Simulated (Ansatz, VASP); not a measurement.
## One calculation of Bi, two programs

Contents of INCAR:

```
SYSTEM = Bi
ALGO     = Normal         ! electronic algorithm
EDIFF    = 1E-6           ! SCF threshold, eV
ENCUT    = 520            ! plane-wave cutoff, eV
GGA      = PE             ! functional
ISIF     = 2              ! what is computed and relaxed
ISMEAR   = -1             ! smearing method
LASPH    = .True.         ! aspherical terms in the spheres
LCHARG   = .False.        ! write CHGCAR
LREAL    = .False.        ! projectors in reciprocal space
LWAVE    = .False.        ! write WAVECAR
NBANDS   = 22             ! bands
NELM     = 80             ! most SCF steps
PREC     = Accurate       ! precision mode
SIGMA    = 0.03           ! smearing width, eV
```

Contents of KPOINTS:

```
k-points
0
Gamma
  9 9 3
  0 0 0
```

POSCAR

```
Bi
1.0
    4.5390002997      0.0680850045      0.0680850045
   -2.2105368064      3.8968470652      0.0249208413
    0.1774350000      0.1774350000     11.8290000000
Bi
2
Direct
    0.3333333333      0.6666666667      0.2500000000
    0.6666666667      0.3333333333      0.7500000000
```

Input for Ansatz:

```yaml
crystal:
  lattice:
    - [4.5390002997, 0.0680850045, 0.0680850045]
    - [-2.2105368064, 3.8968470652, 0.0249208413]
    - [0.177435, 0.177435, 11.829]
  atoms:
    - { symbol: Bi, position: [0.3333333333, 0.6666666667, 0.25] }
    - { symbol: Bi, position: [0.6666666667, 0.3333333333, 0.75] }
kpoints:
  mp_grid: { grid: [9, 9, 3] }
  band_path:
    path:
      - [0.0, 0.0, 0.0]
      - [0.0, -0.5, 0.0]
      - [0.0, 0.0, 0.5]
      - [0.0, 0.0, 0.0]
      - [-0.5, 0.0, 0.0]
      - [-0.5, 0.5, -0.5]
      - [0.0, 0.0, 0.0]
      - [-0.5, 0.0, -0.5]
      - [-0.5, 0.5, 0.0]
    npoints: 5
scf:
  occupations: { method: fermi_dirac, width: 0.03 }
hamiltonian:
  xc: pbe
  pseudopotentials: { kind: all_electron, lapw: { basis_error: 0.0005 } }
output:
  forces: true
  stress: true
  eigenvalues: true
```

Change from the starting cell: equal xy, yz and zx shear strains of +3 %.

Alike in both runs: task single point; functional PBE; k mesh 9 × 9 × 3; occupations fermi-dirac, width 0.03 eV; no spin polarisation.

```csv
,VASP,Ansatz
version,VASP 6.6.1,Ansatz 0.2.0
potentials or method,"VASP PAW PBE potentials, release 64 (Bi_d), cutoff 520 eV","all-electron LAPW, scalar-relativistic"
```

```csv
,VASP,Ansatz,Ansatz less VASP
pressure (GPa),-3.3,-3.3,+0.02
"traceless stress, the component that is largest in VASP (GPa)",2.94,2.94,+0.001
```

Ansatz ran all-electron here, and VASP with PAW potentials.

Neither program's run includes spin-orbit coupling.
